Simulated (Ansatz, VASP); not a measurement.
# MoS2 in VASP and in Ansatz

```xyz
3
Lattice="1.5499 0.8948 6.1233 -1.5499 0.8948 6.1233 0.0000 -1.7896 6.1233" Properties=species:S:1:pos:R:3 pbc="T T T"
Mo    0.0000    0.0000    0.0000
S     0.0000    0.0000   13.7481
S     0.0000    0.0000   10.7446
```

Change from the starting cell: equal xx and yy strain of -2 %, PAW files.

Alike in both runs: task electric field gradients; functional LDA; k mesh 15 × 15 × 15; occupations fermi-dirac, width 0.05 eV; no spin polarisation.

|  | VASP | Ansatz |
| --- | --- | --- |
| version | VASP 6.6.1 | Ansatz 0.2.0 |
| potentials or method | VASP PAW LDA potentials, release 64 (Mo_sv, S) | PAW with Ansatz's default frozen-core files, scalar-relativistic |
| plane-wave cutoff (eV) | 520 | 420 |
| valence electrons in the cell | 26 | 26 |

Ansatz gave:

| Quantity | Value |
| --- | --- |
| pressure (GPa) | 8.4 |
| traceless stress, the component that is largest in VASP (GPa) | 3.07 |
| rms of the force components (eV/Å) | 0.626 |
| size of Vzz on the site where it differs most (V/Å²) | 89.8 |

Question: Which values does VASP return?

Answer: Pressure (GPa): 8.6; traceless stress, the component that is largest in VASP (GPa): 3.01; rms of the force components (eV/Å): 0.632; size of Vzz on the site where it differs most (V/Å²): 94.9.

LDA's correlation is that of Perdew and Zunger in VASP and of Perdew and Wang (1992) in Ansatz. Atom by atom the forces differ by 0.006 eV/Å (rms over components).
